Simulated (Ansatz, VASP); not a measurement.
Al2O5: VASP beside Ansatz

```
CELL_PARAMETERS angstrom
4.87576 -1.49258 -0.88429
4.87576 1.49258 -0.88429
-5.24900 0.00000 6.41616
ATOMIC_POSITIONS crystal
Al 0.41279 0.41279 0.68595
Al 0.58721 0.58721 0.31405
O 0.63488 0.63488 0.01660
O 0.36512 0.36512 0.98340
O 0.00000 0.00000 0.00000
O 0.12294 0.12294 0.45591
O 0.87706 0.87706 0.54409
```

Alike in both runs: functional PBEsol; k mesh 12 × 12 × 8; no spin polarisation.

Ansatz relaxed the structure, and its values are those at the end. VASP's run is a single point on that final structure, the one shown.

```csv
,VASP,Ansatz
version,VASP 6.6.1,Ansatz 0.2.0
potentials or method,"VASP PAW PBE potentials, release 64 (Al, O), cutoff 520 eV","scalar-relativistic, plane waves, PAW"
occupations,"gaussian, width 0.01 eV",fixed
valence electrons in the cell,36,36
```

Ansatz gave:

- gap on the k mesh at the Fermi level (eV): 0.35
- least direct gap on the mesh (eV): 0.63
- pressure (GPa): 0.0
- rms of the force components (eV/Å): 0.000

Problem. Estimate VASP's values.

Solution. gap on the k mesh at the Fermi level (eV): 0.35; least direct gap on the mesh (eV): 0.63; pressure (GPa): 0.2; rms of the force components (eV/Å): 0.016.

VASP's potentials were made for PBE, not for PBEsol.
